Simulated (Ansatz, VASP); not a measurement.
# SrTiO3: VASP beside Ansatz

The input INCAR:

```
PREC = Accurate
ENCUT = 520
EDIFF = 1E-6
ISMEAR = 0
SIGMA = 0.01
LREAL = False
LASPH = True
NELM = 60
ALGO = Normal
ISIF = 2
LWAVE = False
LCHARG = False
NBANDS = 28
```

The input KPOINTS:

```
regular mesh
0
Gamma
  6 6 6
```

File POSCAR:

```
SrTiO3
1.0
    3.8298550291      0.0000000000      0.0000000000
    0.0000000000      3.8298550291      0.0000000000
    0.0000000000      0.0000000000      3.8298550291
Sr Ti O
1 1 3
Direct
    0.5000000000      0.5000000000      0.5000000000
    0.0000000000      0.0000000000      0.0000000000
    0.5000000000      0.0000000000      0.0000000000
    0.0000000000      0.5000000000      0.0000000000
    0.0000000000      0.0000000000      0.5000000000
```

Input for Ansatz:

```yaml
crystal:
  lattice:
    - [3.82985502914, 0.0, 0.0]
    - [0.0, 3.82985502914, 0.0]
    - [0.0, 0.0, 3.82985502914]
  atoms:
    - { symbol: Sr, position: [0.5, 0.5, 0.5] }
    - { symbol: Ti, position: [0.0, 0.0, 0.0] }
    - { symbol: O, position: [0.5, 0.0, 0.0] }
    - { symbol: O, position: [0.0, 0.5, 0.0] }
    - { symbol: O, position: [0.0, 0.0, 0.5] }
kpoints:
  mp_grid: { grid: [6, 6, 6] }
scf:
  occupations: { method: fixed }
  convergence: { dr2_threshold: 1.0e-10 }
hamiltonian:
  xc: lda
  pseudopotentials: { kind: all_electron, lapw: { basis_error: 0.0005 } }
output:
  forces: true
  stress: true
  eigenstates:
    kpoints:
      - [0.0, 0.0, 0.0]
      - [0.5, 0.5, 0.5]
      - [-0.5, -0.5, 0.0]
      - [-0.5, 0.0, -0.5]
      - [0.0, -0.5, -0.5]
      - [0.0, -0.5, 0.0]
      - [0.0, 0.0, -0.5]
      - [-0.5, 0.0, 0.0]
  eigenvalues: true
```

Alike in both runs: task single point; functional LDA; k mesh 6 × 6 × 6; no spin polarisation.

|  | VASP | Ansatz |
| --- | --- | --- |
| version | VASP 6.6.1 | Ansatz 0.2.0 |
| potentials or method | VASP PAW LDA potentials, release 64 (Sr_sv, Ti_sv, O), cutoff 520 eV | all-electron LAPW, scalar-relativistic |
| occupations | gaussian, width 0.01 eV | fixed |

```tsv
	VASP	Ansatz	Ansatz less VASP
gap on the k mesh at the Fermi level (eV)	1.84	1.88	+0.032
pressure (GPa)	5.2	4.1	-1.04
```

LDA's correlation is that of Perdew and Zunger in VASP and of Perdew and Wang (1992) in Ansatz. Ansatz ran all-electron here, and VASP with PAW potentials. Ansatz's warnings: metallic iterate.
